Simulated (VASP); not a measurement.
Runs of VASP 6.6.1 on Tc. The structure is that of space group P6_3/mmc (No. 194), or close to it. The cells are those of the table. 

```csv
cell,gap on the mesh (eV),pressure (GPa)
"a = 2.749, b = 2.749, c = 4.413 Å, angles 90.0, 90.0, 120.0°, 2 atoms",none,(b)
"a = 2.758, b = 2.758, c = 4.427 Å, angles 90.0, 90.0, 120.0°, 2 atoms",none,(a)
"a = 2.740, b = 2.740, c = 4.442 Å, angles 90.0, 90.0, 120.0°, 2 atoms",none,-14.4
"a = 2.795, b = 2.795, c = 4.398 Å, angles 90.0, 90.0, 120.0°, 2 atoms",none,-21.9
"a = 2.794, b = 2.794, c = 4.484 Å, angles 90.0, 90.0, 120.0°, 2 atoms",none,-26.4
"a = 2.776, b = 2.776, c = 4.456 Å, angles 90.0, 90.0, 120.0°, 2 atoms",none,-22.0
```

Alike in all rows: task electric field gradients; level LDA; potentials or basis VASP PAW LDA potentials, release 64 (Tc_pv); no spin polarisation; k mesh 17 × 17 × 9; cutoff (eV) 520; smearing fermi-dirac 0.08 eV.

Problem. Estimate the missing entries.

Solution. (a) -17.1; (b) -14.5.

A k mesh can miss the band edges, and the runs leave out spin-orbit coupling on Tc.

A gap of «none» marks levels without a gap at the run's occupations.
